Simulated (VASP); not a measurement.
A run of VASP 6.6.1 is set up as follows.

The input POSCAR:

```
TiO
1.0
    0.0000000000      2.3040873622      2.3040873622
    2.3040873622      0.0000000000      2.3040873622
    2.3040873622      2.3040873622      0.0000000000
Ti O
1 1
Direct
    0.0000000000      0.0000000000      0.0000000000
    0.2500000000      0.2500000000      0.2500000000
```

File INCAR.step1:

```
SYSTEM = TiO
PREC = Accurate
ENCUT = 520
ISMEAR = 0
SIGMA = 0.1
LREAL = .FALSE.
LASPH = .TRUE.
NELM = 80
NBANDS = 16
GGA = PE
ALGO = Normal
EDIFF = 1E-4
LWAVE = .TRUE.
LCHARG = .FALSE.
```

Contents of INCAR.step2:

```
SYSTEM = TiO
PREC = Accurate
ENCUT = 520
EDIFF = 1E-6
ISMEAR = 0
SIGMA = 0.1
LREAL = .FALSE.
LASPH = .TRUE.
NELM = 80
ALGO = Normal
ISIF = 2
LWAVE = .FALSE.
LCHARG = .FALSE.
METAGGA = R2SCAN
LMIXTAU = .TRUE.
NBANDS = 16
ISTART = 1
```

The input KPOINTS:

```
regular mesh
0
G
  16 16 16
  0 0 0
```

Potentials or basis: VASP PAW PBE potentials, release 64 (Ti_sv, O).

Run with:

```bash
$ cat potpaw_PBE.64/Ti_sv/POTCAR potpaw_PBE.64/O/POTCAR > POTCAR
$ cp INCAR.step1 INCAR
$ mpirun -np 1 vasp_std > vasp.out
$ cp INCAR.step2 INCAR
$ mpirun -np 1 vasp_std > vasp.out
```

Q: Predict the band gap on the k mesh.

A: Zero (bands 9 and 10 overlap by 0.59 eV).

Q: Predict the pressure.

A: 1.2 GPa.

Caveat: the PAW data sets were made with another functional, which shifts forces and pressure a little; semilocal functionals often make such compounds metallic where correlation or magnetic order opens a gap, which also shifts bond lengths.
